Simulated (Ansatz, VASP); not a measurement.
## Two plane-wave programs on GdRe

```xyz
2
Lattice="3.4754 0.0000 0.0000 0.0000 3.4754 0.0000 0.0000 0.0000 3.4754" Properties=species:S:1:pos:R:3 pbc="T T T"
Gd    0.0000    0.0000    0.0000
Re    1.7377    1.7377    1.7377
```

Alike in both runs: task single point; functional PBE; k mesh 8 × 8 × 8; occupations gaussian, width 0.05 eV; no spin polarisation; Hubbard terms Gd f U = 6.0 eV.

|  | VASP | Ansatz |
| --- | --- | --- |
| version | VASP 6.6.1 | Ansatz 0.2.0 |
| potentials or method | VASP PAW PBE potentials, release 64 (Gd, Re), cutoff 520 eV | scalar-relativistic, plane waves, PAW |
| valence electrons in the cell | 25 | 33 |

VASP gave:

- gap on the k mesh at the Fermi level (eV): none
- pressure (GPa): -1.9

Problem. What did Ansatz give for the same quantities?

Solution. gap on the k mesh at the Fermi level (eV): none; pressure (GPa): -1.5.

The programs project onto different local orbitals, so the same U acts differently, and such runs can settle in different states. A gap of «none» marks a metal or a gap that the smearing closes. VASP's potentials hold 25 valence electrons a cell and Ansatz's 33, so a difference there can come from the potentials and not from the codes. Ansatz's warnings: filled band counts differ across k points, negative dielectric reading.

Neither program's run includes spin-orbit coupling.
